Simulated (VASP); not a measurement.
A run of VASP 6.6.1 is set up as follows.

INCAR

```
SYSTEM = Cu
  PREC = Accurate
  ENCUT = 520
  EDIFF = 1E-6
  ISMEAR = -1
  SIGMA = 0.1
  LREAL = .FALSE.
  LASPH = .TRUE.
  NELM = 80
  ALGO = Normal
  ISIF = 2
  LWAVE = .FALSE.
  LCHARG = .FALSE.
  GGA = B5
  ALDAX = 1.0
  AGGAX = 1.0
  AGGAC = 1.0
  ALDAC = 0.0
  NBANDS = 18
```

The input KPOINTS:

```
regular mesh
0
G
  15 15 8
  0 0 0
```

Contents of POSCAR:

```
Cu
1.0
    2.7181596347      0.0000000000      0.0000000000
   -1.3590798174      2.3539952952      0.0000000000
    0.0000000000      0.0000000000      4.4555041147
Cu
2
Direct
    0.3333333333      0.6666666667      0.2500000000
    0.6666666667      0.3333333333      0.7500000000
```

Potentials or basis: VASP PAW PBE potentials, release 64 (Cu).

Command:

```bash
$ cat potpaw_PBE.64/Cu/POTCAR > POTCAR
$ mpirun -np 1 vasp_std > vasp.out
```

(1) Predict the band gap on the k mesh.

(2) What does it give for the pressure?

Answers

(1) zero (bands 11 and 12 overlap by 5.56 eV).

(2) -9.3 GPa.

Caveat: the cell stands under tension; the PAW data sets were made with another functional, which shifts forces and pressure a little.
